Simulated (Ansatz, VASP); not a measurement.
**GaN in VASP and in Ansatz**

```
Ga N
1.0
     5.23038    0.00000    0.00000
    -2.61519    4.52964    0.00000
     0.00000    0.00000    3.39010
Ga N
1 1
Direct
  0.00000 0.00000 0.50000
  0.00000 0.00000 0.00000
```

Alike in both runs: functional PBE; k mesh 6 × 6 × 8; occupations gaussian, width 0.02 eV; no spin polarisation.

Ansatz relaxed the structure, and its values are those at the end. VASP's run is a single point on that final structure, the one shown.

|  | VASP | Ansatz |
| --- | --- | --- |
| version | VASP 6.6.1 | Ansatz 0.2.0 |
| potentials or method | VASP PAW PBE potentials, release 64 (Ga_d, N), cutoff 520 eV | scalar-relativistic, plane waves, PAW |
| valence electrons in the cell | 18 | 18 |

Ansatz gave:

* gap on the k mesh at the Fermi level (eV): 1.17
* least direct gap on the mesh (eV): 2.86
* pressure (GPa): 0.0

Task: Which values does VASP return?

Result: gap on the k mesh at the Fermi level (eV): 1.16; least direct gap on the mesh (eV): 2.85; pressure (GPa): -0.2.

The functional is the same, so the differences come from potentials, cutoffs and numerics.
